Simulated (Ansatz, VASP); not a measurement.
# One calculation of B4N3, two programs

```
B N
1.0
     2.46318   -4.19354    0.00000
     2.46318    4.19354    0.00000
    -1.63664    0.00000    2.88398
B N
4 3
Direct
  0.05338 0.54513 0.66704
  0.45487 0.94662 0.33296
  0.49389 0.50611 0.50000
  0.00089 0.99911 0.50000
  0.83232 0.16768 0.50000
  0.84467 0.68008 0.54375
  0.31992 0.15533 0.45625
```

Change from the starting cell: the structure that the rattled cell fell into.

Alike in both runs: task single point; functional PBE; k mesh 4 × 4 × 6; occupations gaussian, width 0.1 eV; no spin polarisation.

|  | VASP | Ansatz |
| --- | --- | --- |
| version | VASP 6.6.1 | Ansatz 0.2.0 |
| potentials or method | VASP PAW PBE potentials, release 64 (B, N), cutoff 600 eV | scalar-relativistic, plane waves, PAW |
| valence electrons in the cell | 27 | 27 |

Ansatz gave:

```
gap on the k mesh at the Fermi level (eV)                     : none
pressure (GPa)                                                : -0.1
traceless stress, the component that is largest in VASP (GPa) : -0.08
rms of the force components (eV/Å)                            : 0.007
```

Problem. What did VASP give for the same quantities?

Solution. gap on the k mesh at the Fermi level (eV): none; pressure (GPa): -0.1; traceless stress, the component that is largest in VASP (GPa): -0.05; rms of the force components (eV/Å): 0.006.

Atom by atom the forces differ by 0.008 eV/Å (rms over components). A gap of «none» marks a metal or a gap that the smearing closes.

The k mesh is coarse, so the values compare programs but aren't converged.
